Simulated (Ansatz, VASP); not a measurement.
AlRu: VASP beside Ansatz

```xyz
2
Lattice="2.9933 -0.0715 -0.0715 -0.0715 2.9933 -0.0715 -0.0715 -0.0715 2.9933" Properties=species:S:1:pos:R:3 pbc="T T T"
Al    0.0000    0.0000    0.0000
Ru    1.4252    1.4252    1.4252
```

Alike in both runs: task single point; functional PBEsol; k mesh 18 × 18 × 18; occupations gaussian, width 0.15 eV; no spin polarisation.

|  | VASP | Ansatz |
| --- | --- | --- |
| version | VASP 6.6.1 | Ansatz 0.2.0 |
| potentials or method | VASP PAW PBE potentials, release 64 (Al, Ru_pv), cutoff 520 eV | scalar-relativistic, plane waves, PAW |
| valence electrons in the cell | 17 | 19 |

VASP gave:

| Quantity | Value |
| --- | --- |
| gap on the k mesh at the Fermi level (eV) | none |
| pressure (GPa) | -2.1 |
| traceless stress, the component that is largest in VASP (GPa) | 7.34 |

Task: Which values does Ansatz return?

Result: gap on the k mesh at the Fermi level (eV): none; pressure (GPa): -2.1; traceless stress, the component that is largest in VASP (GPa): 7.32.

VASP's potentials were made for PBE, not for PBEsol. A gap of «none» marks a metal or a gap that the smearing closes. VASP's potentials hold 17 valence electrons a cell and Ansatz's 19, so a difference there can come from the potentials and not from the codes.
